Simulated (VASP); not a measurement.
Here is a VASP 6.6.1 calculation.

File POSCAR:

```
Ti
1.0
    0.0000000000      2.0795316087      2.0795316087
    2.0795316087      0.0000000000      2.0795316087
    2.0795316087      2.0795316087      0.0000000000
Ti
1
Direct
    0.0000000000      0.0000000000      0.0000000000
```

The input INCAR.step1:

```
SYSTEM = Ti
PREC = Accurate ; ENCUT = 520
ISMEAR = -1 ; SIGMA = 0.15
LREAL = .FALSE. ; LASPH = .TRUE.
NELM = 80 ; NBANDS = 12
GGA = PE ; ALGO = Normal
EDIFF = 1E-4 ; LWAVE = .TRUE.
LCHARG = .FALSE.
```

The input INCAR.step2:

```
SYSTEM = Ti
PREC = Accurate ; ENCUT = 520
EDIFF = 1E-6 ; ISMEAR = -1
SIGMA = 0.15 ; LREAL = .FALSE.
LASPH = .TRUE. ; NELM = 80
ALGO = Normal ; ISIF = 2
LWAVE = .FALSE. ; LCHARG = .TRUE.
METAGGA = R2SCAN ; LMIXTAU = .TRUE.
LELF = .TRUE. ; LVHAR = .TRUE.
NBANDS = 12 ; ISTART = 1
```

The input KPOINTS:

```
Automatic mesh
0
G
  12 12 12
  0 0 0
```

Potentials or basis: VASP PAW PBE potentials, release 64 (Ti_sv).

Run with:

```sh
$ cat potpaw_PBE.64/Ti_sv/POTCAR > POTCAR
$ cp INCAR.step1 INCAR
$ mpirun -np 1 vasp_std > vasp.out
$ cp INCAR.step2 INCAR
$ mpirun -np 1 vasp_std > vasp.out
```

Problem. What does it give for the band gap on the k mesh?

Solution. Zero (band 6 reaches 8.85 eV, above the bottom of band 7 at 7.46 eV).

Problem. What does it give for the pressure?

Solution. -2.9 GPa.

Caveat: the PAW data sets were made with another functional, which shifts forces and pressure a little.
